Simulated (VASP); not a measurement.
# Sn (Im-3m) in VASP: notebook

Sn is run at these levels: PBE; tasks: single point, relaxation of cell and atoms.

All numbers are computed with VASP 6.6.1; they aren't measurements. Logs are shortened: lines on timing, memory, paths and dates and some standing lists are left out, and cuts for length are marked.

## 1. The cell of the first run

The structure is cubic, space group Im-3m (No. 229). Conventional cell: a = 3.808 Å, b = 3.808 Å, c = 3.808 Å, α = 90.00°, β = 90.00°, γ = 90.00°. Within 4.3 Å of Sn (site symmetry m-3m) lie 14 Sn at 3.30 to 3.81 Å.

## 2. Single point, PBE

The input, INCAR:

```
SYSTEM = Sn
PREC = Accurate ; ENCUT = 520
EDIFF = 1E-6 ; ISMEAR = -1
SIGMA = 0.05 ; LREAL = .FALSE.
LASPH = .TRUE. ; NELM = 100
ALGO = Normal ; ISIF = 2
LWAVE = .FALSE. ; LCHARG = .FALSE.
GGA = PE ; NBANDS = 13
```

The input, KPOINTS:

```
regular mesh
0
G
  15 15 15
  0 0 0
```

The input, POSCAR:

```
Sn
1.0
   -1.9040167084      1.9040167084      1.9040167084
    1.9040167084     -1.9040167084      1.9040167084
    1.9040167084      1.9040167084     -1.9040167084
Sn
1
Direct
    0.0000000000      0.0000000000      0.0000000000
```

Potentials or basis: VASP PAW PBE potentials, release 64 (Sn_d).

Launch:

```
$ cat potpaw_PBE.64/Sn_d/POTCAR > POTCAR
$ mpirun -np 1 vasp_std > vasp.out
```

OUTCAR:

```text
SYSTEM = Sn
   PREC = Accurate
   ENCUT = 520
   EDIFF = 1E-6
   ISMEAR = -1
   LREAL = .FALSE.
   LASPH = .TRUE.
   NELM = 100
   ISIF = 2
   GGA = PE

 ion  position               nearest neighbor table
   1  0.000  0.000  0.000-

  LATTYP: Found a body centered cubic cell.
 ALAT       =     3.8080334168

  Lattice vectors:

 A1 = (  -1.9040167084,   1.9040167084,   1.9040167084)
 A2 = (   1.9040167084,  -1.9040167084,   1.9040167084)
 A3 = (   1.9040167084,   1.9040167084,  -1.9040167084)

Analysis of symmetry for initial positions (statically):
=====================================================================
 Subroutine PRICEL returns:
 Original cell was already a primitive cell.

 Routine SETGRP: Setting up the symmetry group for a
 body centered cubic supercell.

 Subroutine GETGRP returns: Found 48 space group operations
 (whereof 48 operations were pure point group operations)
 out of a pool of 48 trial point group operations.

The static configuration has the point symmetry O_h .

Analysis of symmetry for dynamics (positions and initial velocities):
=====================================================================
 Subroutine PRICEL returns:
 Original cell was already a primitive cell.

 Routine SETGRP: Setting up the symmetry group for a
 body centered cubic supercell.

 Subroutine GETGRP returns: Found 48 space group operations
 (whereof 48 operations were pure point group operations)
 out of a pool of 48 trial point group operations.

The dynamic configuration has the point symmetry O_h .

 Subroutine INISYM returns: Found 48 space group operations
 (whereof 48 operations are pure point group operations),
 and found     1 'primitive' translations

----------------------------------------------------------------------------------------

                                     Primitive cell

  volume of cell :      27.6104

  direct lattice vectors                    reciprocal lattice vectors
    -1.904016708  1.904016708  1.904016708     0.000000000  0.262602738  0.262602738
     1.904016708 -1.904016708  1.904016708     0.262602738  0.000000000  0.262602738
     1.904016708  1.904016708 -1.904016708     0.262602738  0.262602738  0.000000000

  length of vectors
     3.297853677  3.297853677  3.297853677     0.371376353  0.371376353  0.371376353

  position of ions in fractional coordinates (direct lattice)
     0.000000000  0.000000000  0.000000000

  ion indices of the primitive-cell ions
   primitive index   ion index
                 1           1

----------------------------------------------------------------------------------------

 KPOINTS: regular mesh

Automatic generation of k-mesh.
 Grid dimensions read from file:
 generate k-points for:   15   15   15

 Generating k-lattice:

  Cartesian coordinates                     Fractional coordinates (reciprocal lattice)
     0.000000000  0.017506849  0.017506849     0.066666667  0.000000000  0.000000000
     0.017506849  0.000000000  0.017506849     0.000000000  0.066666667  0.000000000
     0.017506849  0.017506849  0.000000000     0.000000000  0.000000000  0.066666667

  Length of vectors
     0.024758424  0.024758424  0.024758424

  Shift w.r.t. Gamma in fractional coordinates (k-lattice)
     0.000000000  0.000000000  0.000000000

 Subroutine IBZKPT returns following result:
 ===========================================

 Found    120 irreducible k-points:

 Following reciprocal coordinates:
            Coordinates               Weight
  0.000000  0.000000  0.000000      1.000000
  0.066667  0.000000  0.000000     12.000000
  0.133333  0.000000  0.000000     12.000000
  0.200000  0.000000  0.000000     12.000000
  0.266667  0.000000  0.000000     12.000000
  0.333333  0.000000  0.000000     12.000000
[... 16 lines left out ...]
  0.333333  0.200000 -0.000000     48.000000
  0.400000  0.200000 -0.000000     24.000000
 [... further k-points ...]
   k-points           NKPTS =    120   k-points in BZ     NKDIM =    120   number of bands    NBANDS=     13
   number of dos      NEDOS =    301   number of ions     NIONS =      1
   total plane-waves  NPLWV =  21952
   dimension x,y,z NGX =    28 NGY =   28 NGZ =   28
   dimension x,y,z NGXF=    56 NGYF=   56 NGZF=   56
   ions per type =               1
   NGX,Y,Z   is equivalent  to a cutoff of  14.11, 14.11, 14.11 a.u.
   NGXF,Y,Z  is equivalent  to a cutoff of  28.23, 28.23, 28.23 a.u.
 SYSTEM =  Sn
   PREC   = accura    normal or accurate (medium, high low for compatibility)
   ISTART =      0    job   : 0-new  1-cont  2-samecut
   ICHARG =      2    charge: 1-file 2-atom 10-const
   ISPIN  =      1    spin polarized calculation?
   LNONCOLLINEAR =      F non collinear calculations
   LSORBIT =      F    spin-orbit coupling
   LASPH  =      T    aspherical Exc in radial PAW
   ENCUT  =  520.0 eV  38.22 Ry    6.18 a.u.   6.13  6.13  6.13*2*pi/ulx,y,z
   NELM   =    100;   NELMIN=  2; NELMDL= -5     # of ELM steps
   EDIFF  = 0.1E-05   stopping-criterion for ELM
   LREAL  =      F    real-space projection
   EDIFFG = 0.1E-04   stopping-criterion for IOM
   NSW    =      0    number of steps for IOM
   IBRION =     -1    ionic relax: 0-MD 1-quasi-New 2-CG
   NFREE  =      0    steps in history (QN), initial steepest desc. (CG)
   ISIF   =      2    stress and relaxation
   ISYM   =      2    0-nonsym 1-usesym 2-fastsym
   POTIM  = 0.5000    time-step for ionic-motion
   TEBEG  =    0.0;   TEEND  =   0.0 temperature during run
   PSTRESS=    0.0 pullay stress
   NELECT =      14.0000    total number of electrons
   NUPDOWN=      -1.0000    fix difference up-down
   EMIN   =  10.00;   EMAX   =-10.00  energy-range for DOS
   EFERMI =   0.00;   METHOD = LEGACY
   ISMEAR =    -1;   SIGMA  =   0.05  broadening in eV -4-tet -1-fermi 0-gaus
   EFERMI_NEDOS =   21; number of points for ismear=-14 and -15
   IALGO  =     38    algorithm
   IMIX   =      4    mixing-type and parameters
     AMIX     =   0.40;   BMIX     =  1.00
     AMIX_MAG =   1.60;   BMIX_MAG =  1.00
  volume/ion in A,a.u.               =      27.61       186.32
  Fermi-wavevector in a.u.,A,eV,Ry     =   1.305450  2.466942 23.187028  1.704199
  Thomas-Fermi vector in A             =   2.436318
   LORBIT       =      0    0 simple, 1 ext, 2 COOP (PROOUT), +10 PAW based schemes
   GGA     = PE    functional components
   LHFCALC =     F    Hartree Fock is set to
   AEXX    =    0.0000 exact exchange contribution
   IVDW    =     0    specifies the selected vdW correction
   LEPSILON=     F    determine dielectric tensor
   LRPA    =     F    only Hartree local field effects (RPA)
 non-spin polarized calculation
  energy-cutoff  :      520.00
  volume of cell :       27.61
 maximum number of plane-waves:       767
 NGX is ok and might be reduce to    28
   NGX = 13   NGY = 13   NGZ = 13

 number of electron      13.9999996 magnetization

 Free energy of the ion-electron system (eV)
  ---------------------------------------------------
  ext. energy  EPLUGINS =         0.00000000
  ---------------------------------------------------
  free energy    TOTEN  =        -3.77389415 eV

  energy without entropy =       -3.76742408  energy(sigma->0) =       -3.77065911

 E-fermi :   7.9078     XC(G=0): -10.2949

 val. band max:        7.8858051118   @ k =  -0.4000   0.4000   0.4000
 cond. band min:       7.9085451042   @ k =   0.2667   0.0667   0.0000
 fundamental gap:      0.0227399923
 Fermi energy:         7.9078198410

 k-point     1 :       0.0000    0.0000    0.0000
  band No.  band energies     occupation
      1     -13.6578      2.00000
      2     -13.6578      2.00000
      3     -13.6578      2.00000
      4     -13.5260      2.00000
      5     -13.5260      2.00000
      6      -3.0722      2.00000
      7      15.7248      0.00000
      8      15.7248      0.00000
      9      15.7248      0.00000
     10      19.9844      0.00000
     11      19.9844      0.00000
     12      19.9844      0.00000
     13      20.5180      0.00000

 k-point     2 :       0.0667    0.0000    0.0000
  band No.  band energies     occupation
      1     -13.6596      2.00000
      2     -13.6549      2.00000
      3     -13.6488      2.00000
      4     -13.5281      2.00000
      5     -13.5262      2.00000
      6      -2.9766      2.00000
      7      14.8856      0.00000
      8      15.3441      0.00000
      9      15.6017      0.00000
     10      18.9012      0.00000
     11      19.1665      0.00000
     12      19.7583      0.00000
     13      21.0338      0.00000

 k-point     3 :       0.1333    0.0000    0.0000
  band No.  band energies     occupation
      1     -13.6648      2.00000
      2     -13.6475      2.00000
      3     -13.6234      2.00000
      4     -13.5336      2.00000
      5     -13.5270      2.00000
      6      -2.6895      2.00000
      7      13.0340      0.00000
      8      14.5164      0.00000
      9      15.2496      0.00000
     10      17.9287      0.00000
     11      18.2886      0.00000
     12      19.6000      0.00000
     13      21.4060      0.00000
[... 305 lines left out ...]
 k-point    23 :       0.3333    0.2000   -0.0000
  band No.  band energies     occupation
      1     -13.6752      2.00000
      2     -13.6113      2.00000
      3     -13.5450      2.00000
      4     -13.5366      2.00000
      5     -13.4795      2.00000
      6       1.3933      2.00000
      7       5.0161      2.00000
      8       8.1389      0.01949
      9      12.2053      0.00000
     10      17.4866      0.00000
     11      19.8371      0.00000
     12      21.5276      0.00000
     13      22.5655      0.00000

 k-point    24 :       0.4000    0.2000   -0.0000
  band No.  band energies     occupation
      1     -13.6760      2.00000
      2     -13.6099      2.00000
      3     -13.5462      2.00000
      4     -13.5328      2.00000
      5     -13.4769      2.00000
      6       1.9973      2.00000
      7       4.2656      2.00000
      8       8.0012      0.26747
      9      12.1212      0.00000
     10      17.4216      0.00000
     11      20.4751      0.00000
     12      21.5667      0.00000
     13      21.6978      0.00000

 [... further k-points ...]
[... 5 lines left out ...]
  --------------------------------------------------------------------------------------
  -------------------------------------------------------------------------------------
  Total       -0.0155570     -0.0155570     -0.0155570      0.0000000      0.0000000      0.0000000
  in kB       -0.9027442     -0.9027442     -0.9027442      0.0000000      0.0000000      0.0000000
  external PRESSURE =      -0.9027442 kB  Pullay stress =       0.0000000 kB

 VOLUME and BASIS-vectors are now :
 -----------------------------------------------------------------------------
  energy-cutoff  :      520.00
  volume of cell :       27.61
      direct lattice vectors                 reciprocal lattice vectors
    -1.904016708  1.904016708  1.904016708     0.000000000  0.262602738  0.262602738
     1.904016708 -1.904016708  1.904016708     0.262602738  0.000000000  0.262602738
     1.904016708  1.904016708 -1.904016708     0.262602738  0.262602738  0.000000000

 POSITION                                       TOTAL-FORCE (eV/Angst)
 -----------------------------------------------------------------------------------
      0.00000      0.00000      0.00000         0.000000     -0.000000      0.000000
 -----------------------------------------------------------------------------------
    total drift:                               -0.000000     -0.000000     -0.000000

  FREE ENERGIE OF THE ION-ELECTRON SYSTEM (eV)
  ---------------------------------------------------
  free  energy   TOTEN  =        -3.7738941467 eV

  energy  without entropy=       -3.7674240790  energy(sigma->0) =       -3.77065911
```

It took 19 s on 1 thread of Intel Xeon 6975P-C (Granite Rapids), shared host; peak memory 0.18 GiB.

Results:

| Quantity | Value |
| --- | --- |
| Free energy | -3.7739 eV |
| Pressure | -0.1 GPa |
| Band gap on the k mesh | zero (band 7 reaches 15.72 eV, above the bottom of band 8 at 5.49 eV) |

Levels at points of the mesh, in eV from the Fermi level:
| k point | band 4 | band 5 | band 6 | band 7 | band 8 | band 9 | band 10 | band 11 |
| --- | --- | --- | --- | --- | --- | --- | --- | --- |
| (0.00, 0.00, 0.00) | -21.43 | -21.43 | -10.98 | 7.82 | 7.82 | 7.82 | 12.08 | 12.08 |

Caveat: spin-orbit coupling is left out, which moves the levels of the heavy elements.

## 3. Single point, PBE

This run uses another cell than the first one, of 27.43 Å³/atom, 0.993 times its volume.

The input, INCAR:

```
  PREC = Accurate
  ENCUT = 520
  EDIFF = 1E-6
  ISMEAR = -1
  SIGMA = 0.05
  LREAL = False
  LASPH = True
  NELM = 80
  ALGO = Normal
  ISIF = 2
  LWAVE = False
  LCHARG = False
  GGA = PE
  NBANDS = 13
```

The input, KPOINTS:

```
Automatic mesh
0
Gamma
  15 15 15
```

The input, POSCAR:

```
Sn
1.0
   -1.8997618328      1.8997618328      1.8997618328
    1.8997618328     -1.8997618328      1.8997618328
    1.8997618328      1.8997618328     -1.8997618328
Sn
1
Direct
    0.0000000000      0.0000000000      0.0000000000
```

Potentials or basis: VASP PAW PBE potentials, release 64 (Sn_d).

Launch:

```
$ cat potpaw_PBE.64/Sn_d/POTCAR > POTCAR
$ mpirun -np 1 vasp_std > vasp.out
```

Run time: 9.2 s. Hardware: 1 thread of Intel Xeon 6975P-C (Granite Rapids), shared host; peak memory 0.16 GiB.

It converged, with:

```
Free energy            : -3.7738 eV
Pressure               : 0.3 GPa
Band gap on the k mesh : zero (band 7 reaches 15.87 eV, above the bottom of band 8 at 5.55 eV)
```

Levels at points of the mesh, in eV from the Fermi level:
```
           k point  band 3  band 4  band 5  band 6  band 7  band 8  band 9  band 10  band 11  band 12
(0.00, 0.00, 0.00)  -21.57  -21.44  -21.44  -11.03    7.88    7.88    7.88    12.09    12.09    12.09
```

Caveat: spin-orbit coupling is left out, which moves the levels of the heavy elements.

## 4. Relaxation of cell and atoms, PBE

The input, INCAR:

```
SYSTEM = Sn
ALGO     = Normal         ! electronic algorithm
EDIFF    = 1E-7           ! SCF threshold, eV
EDIFFG   = -0.005         ! ionic threshold
ENCUT    = 600            ! plane-wave cutoff, eV
GGA      = PE             ! functional
IBRION   = 2              ! ionic algorithm
ISIF     = 3              ! what is computed and relaxed
ISMEAR   = -1             ! smearing method
LASPH    = .True.         ! aspherical terms in the spheres
LCHARG   = .False.        ! write CHGCAR
LREAL    = .False.        ! projectors in reciprocal space
LWAVE    = .False.        ! write WAVECAR
NELM     = 100            ! most SCF steps
NSW      = 45             ! ionic steps
PREC     = Accurate       ! precision mode
SIGMA    = 0.05           ! smearing width, eV
```

The input, KPOINTS:

```
k-points
0
Gamma
  15 15 15
  0 0 0
```

The input, POSCAR:

```
Sn
1.0
   -1.9040167084      1.9040167084      1.9040167084
    1.9040167084     -1.9040167084      1.9040167084
    1.9040167084      1.9040167084     -1.9040167084
Sn
1
Direct
    0.0000000000      0.0000000000      0.0000000000
```

Launch:

```
$ cat potpaw_PBE.64/Sn_d/POTCAR > POTCAR
$ mpirun -np 1 vasp_std > vasp.out
```

Wall time 32 s (1 thread of Intel Xeon 6975P-C (Granite Rapids), shared host); peak memory 0.18 GiB.

The run converged. Its results:

```yaml
Free_energy: -3.7739 eV
Relaxed_volume: 27.58 Å³/atom
Relaxed_cell: a = 3.297 Å, b = 3.297 Å, c = 3.297 Å, α = 109.47°, β = 109.47°, γ = 109.47°
Space_group_after_relaxing_to_0.05_Å: Im-3m (No. 229)
Energy_gained_by_relaxing: 0.0 meV/atom
Ionic_steps: 2
Pressure_after_relaxing: 0.0 GPa
Band_gap_on_the_k_mesh: zero (band 7 reaches 15.75 eV, above the bottom of band 8 at 5.50 eV)
```

Final structure:
```cif
data_structure
_symmetry_space_group_name_H-M 'P 1'
_symmetry_Int_Tables_number 1
_cell_length_a 3.2968
_cell_length_b 3.2968
_cell_length_c 3.2968
_cell_angle_alpha 109.471
_cell_angle_beta 109.471
_cell_angle_gamma 109.471
_cell_volume 27.58
loop_
_atom_site_label
_atom_site_type_symbol
_atom_site_fract_x
_atom_site_fract_y
_atom_site_fract_z
_atom_site_occupancy
Sn1 Sn 0.00000 0.00000 0.00000 1
```

Levels at points of the mesh, in eV from the Fermi level:
```tsv
k point	band 3	band 4	band 5	band 6	band 7	band 8	band 9	band 10	band 11
(0.00, 0.00, 0.00)	-21.57	-21.43	-21.43	-10.99	7.83	7.83	7.83	12.08	12.08
```

Caveat: spin-orbit coupling is left out, which moves the levels of the heavy elements.

## 5. Relaxation of cell and atoms, PBE

This run uses another cell than the first one, of 28.00 Å³/atom, 1.014 times its volume.

The input, INCAR:

```
SYSTEM = Sn
PREC     = Accurate       ! precision mode
ENCUT    = 600            ! plane-wave cutoff, eV
EDIFF    = 1E-7           ! SCF threshold, eV
ISMEAR   = -1             ! smearing method
SIGMA    = 0.05           ! smearing width, eV
LREAL    = .FALSE.        ! projectors in reciprocal space
LASPH    = .TRUE.         ! aspherical terms in the spheres
NELM     = 60             ! most SCF steps
ALGO     = Normal         ! electronic algorithm
ISIF     = 3              ! what is computed and relaxed
LWAVE    = .FALSE.        ! write WAVECAR
LCHARG   = .FALSE.        ! write CHGCAR
GGA      = PE             ! functional
IBRION   = 2              ! ionic algorithm
NSW      = 60             ! ionic steps
EDIFFG   = -0.005         ! ionic threshold
```

The input, KPOINTS:

```
regular mesh
0
G
  15 15 15
  0 0 0
```

The input, POSCAR:

```
Sn
1.0
   -1.9129311828      1.9129311828      1.9129311828
    1.9129311828     -1.9129311828      1.9129311828
    1.9129311828      1.9129311828     -1.9129311828
Sn
1
Direct
    0.0000000000      0.0000000000      0.0000000000
```

Launch:

```
$ cat potpaw_PBE.64/Sn_d/POTCAR > POTCAR
$ mpirun -np 1 vasp_std > vasp.out
```

It took 45 s on 1 thread of Intel Xeon 6975P-C (Granite Rapids), shared host; peak memory 0.19 GiB.

Results (log left out):

```yaml
Free_energy: -3.7740 eV
Relaxed_volume: 27.59 Å³/atom
Relaxed_cell: a = 3.297 Å, b = 3.297 Å, c = 3.297 Å, α = 109.47°, β = 109.47°, γ = 109.47°
Space_group_after_relaxing_to_0.05_Å: Im-3m (No. 229)
Energy_gained_by_relaxing: 0.9 meV/atom
Ionic_steps: 3
Pressure_after_relaxing: 0.0 GPa
Band_gap_on_the_k_mesh: zero (band 7 reaches 15.74 eV, above the bottom of band 8 at 5.50 eV)
```

The path:
```
step  energy change (eV)  largest force (eV/Å)  pressure (GPa)  volume (Å³)
   1              0.0000                0.0000           -0.66        28.00
   2             -0.0008                0.0000            0.09        27.54
   3             -0.0009                0.0000            0.00        27.59
```

Final structure:
```
Sn
1.0
    -1.90354    1.90354    1.90354
     1.90354   -1.90354    1.90354
     1.90354    1.90354   -1.90354
Sn
1
Direct
  0.00000 0.00000 0.00000
```

Levels at points of the mesh, in eV from the Fermi level:
```tsv
k point	band 3	band 4	band 5	band 6	band 7	band 8	band 9	band 10	band 11
(0.00, 0.00, 0.00)	-21.57	-21.43	-21.43	-10.99	7.82	7.82	7.82	12.08	12.08
```

Caveat: spin-orbit coupling is left out, which moves the levels of the heavy elements.

## 6. The runs side by side

| task | cell | cutoff (eV) | gap on the mesh (eV) | pressure (GPa) | relaxed volume (Å³/atom) |
| --- | --- | --- | --- | --- | --- |
| single point | a = 3.298 Å, angles 109.5°, 1 atom | 520 | none | -0.1 | - |
| single point | a = 3.290 Å, angles 109.5°, 1 atom | 520 | none | 0.3 | - |
| relaxation of cell and atoms | relaxed from a = 3.298 Å, angles 109.5°, 1 atom | 600 | none | 0.0 | 27.58 |
| relaxation of cell and atoms | relaxed from a = 3.313 Å, angles 109.5°, 1 atom | 600 | none | 0.0 | 27.59 |

Alike in all rows: level PBE; potentials or basis VASP PAW PBE potentials, release 64 (Sn_d); no spin polarisation; k mesh 15 × 15 × 15; smearing fermi-dirac 0.05 eV.

Caveats: spin-orbit coupling is left out, which moves the levels of the heavy elements.

Absolute energies hang on the potentials; compare differences alone.
